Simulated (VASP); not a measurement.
**NaH: single point with PBE**

NaH:

```xyz
2
Lattice="2.8812 0.0000 0.0000 0.0000 2.8812 0.0000 0.0000 0.0000 2.9551" Properties=species:S:1:pos:R:3 pbc="T T T"
Na    0.0000    0.0000    0.0000
H     1.4406    1.4406    1.4776
```

This cell differs from its parent crystal: strain -0.025 along x and y, +0.000 along z.

```
Program                : VASP 6.6.1
Task                   : single point
Functional             : PBE
Potentials or basis    : VASP PAW PBE potentials, release 64 (Na_pv, H)
Cutoff                 : 520 eV
k mesh                 : 10 × 10 × 10
Occupations            : gaussian, width 0.05 eV
Spin                   : no spin polarisation
Dipole correction      : no
Further INCAR settings : ALGO = Normal; EDIFF = 1e-06; NBANDS = 11
```

| Item | Value |
| --- | --- |
| Pressure | 1.5 GPa |
| Band gap on the k mesh | 0.87 eV (least direct gap 4.53 eV) |

Stress tensor (GPa, compression positive):
```
 2.56  0.00  0.00
 0.00  2.56  0.00
 0.00  0.00 -0.51
```

Levels at points of the mesh, in eV from the valence-band top:
| k point | band 1 | band 2 | band 3 | band 4 | band 5 | band 6 | band 7 | band 8 |
| --- | --- | --- | --- | --- | --- | --- | --- | --- |
| (0.00, 0.00, 0.00) | -24.58 | -24.58 | -24.58 | -6.17 | 9.02 | 10.99 | 11.39 | 12.28 |
| (0.50, 0.00, 0.00) | -24.80 | -24.56 | -24.56 | -3.49 | 1.11 | 11.22 | 14.35 | 14.49 |
| (0.50, 0.50, 0.00) | -24.76 | -24.76 | -24.54 | -1.73 | 4.50 | 4.50 | 7.21 | 14.72 |
| (0.00, 0.00, 0.50) | -24.76 | -24.56 | -24.56 | -3.66 | 0.87 | 11.46 | 14.54 | 15.06 |
| (0.50, 0.00, 0.50) | -24.77 | -24.73 | -24.55 | -1.88 | 4.26 | 4.31 | 6.99 | 15.33 |
| (0.50, 0.50, 0.50) | -24.73 | -24.73 | -24.70 | 0.00 | 6.89 | 7.00 | 7.00 | 9.41 |

Wall time 26 s on 1 thread of Intel Xeon 8259CL, with other jobs on the host, peak memory 0.15 GiB.

Caveat: the cell differs from its parent crystal (strain -0.025 along x and y, +0.000 along z). A k mesh can miss the band edges.
